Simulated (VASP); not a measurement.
ScSi4O, 6 atoms in the cell. It takes space group F-43m (No. 216, cubic). Conventional cell: a = 7.013 Å, b = 7.013 Å, c = 7.013 Å, α = 90.00°, β = 90.00°, γ = 90.00°. Within 3.8 Å of Sc (site symmetry -43m) lie 12 Si at 2.91 Å and 4 O at 3.04 Å. Si (site symmetry 3m) has 6 Si at 2.45 to 2.51 Å and 3 O at 2.90 Å and 3 Sc at 2.91 Å within 3.2 Å. Within 3.8 Å of O (site symmetry -43m) lie 12 Si at 2.90 Å and 4 Sc at 3.04 Å. The cell was built from a structure type or drawn by symmetry, and may not be a known phase.

- Program: VASP 6.6.1
- Task: single point
- Functional: PBE
- Potentials or basis: VASP PAW PBE potentials, release 64 (Sc_sv, Si, O)
- Cutoff: 520 eV
- k mesh: 4 × 4 × 4
- Occupations: gaussian, width 0.1 eV
- Spin: no spin polarisation
- Dipole correction: no
- Further INCAR settings: ALGO = Normal; EDIFF = 1e-06; NBANDS = 26

Potentials or basis: VASP PAW PBE potentials, release 64 (Sc_sv, Si, O).

The run is started by

```console
$ cat potpaw_PBE.64/Sc_sv/POTCAR potpaw_PBE.64/Si/POTCAR potpaw_PBE.64/O/POTCAR > POTCAR
$ mpirun -np 1 vasp_std > vasp.out
```

Hardware: 1 thread of Intel Xeon 8259CL (shared host).

Problem. How long does it take, and how much memory?

Solution. It took 61 s on 1 thread of Intel Xeon 8259CL (shared host), peak memory 0.24 GiB. Counts: scf iterations 16, k points 8.
